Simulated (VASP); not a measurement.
Crystal: Ti.

```
Ti
1.0
    -1.64100    1.64100    1.64100
     1.64100   -1.64100    1.64100
     1.64100    1.64100   -1.64100
Ti
1
Direct
  0.00000 0.00000 0.00000
```

```yaml
Program: VASP 6.6.1
Task: relaxation of cell and atoms
Functional: PBEsol
Potentials_or_basis: VASP PAW PBE potentials, release 64 (Ti_sv)
Cutoff: 600 eV
k_mesh: 12 × 12 × 12
Occupations: fermi-dirac, width 0.15 eV
Spin: no spin polarisation
```

At the start: pressure -5.9 GPa; volume 17.68 Å³/atom.

Question: Where does the relaxation end?

Answer: Over 3 steps the energy falls by 20.4 meV/atom and the volume is 16.63 Å³/atom (-5.9 %); space group Im-3m (No. 229, to 0.05 Å).

Step by step:
```csv
step,energy change (eV),largest force (eV/Å),pressure (GPa),volume (Å³)
1,0.0000,0.0000,-5.93,17.68
2,-0.0132,0.0000,4.07,16.06
3,-0.0204,0.0000,0.04,16.63
```

Final structure:
```yaml
crystal:
  lattice:
    - [-1.60803, 1.60803, 1.60803]
    - [1.60803, -1.60803, 1.60803]
    - [1.60803, 1.60803, -1.60803]
  atoms:
    - { symbol: Ti, position: [0.00000, 0.00000, 0.00000] }
```

Caveat: the PAW data sets were made with another functional, which shifts forces and pressure a little.
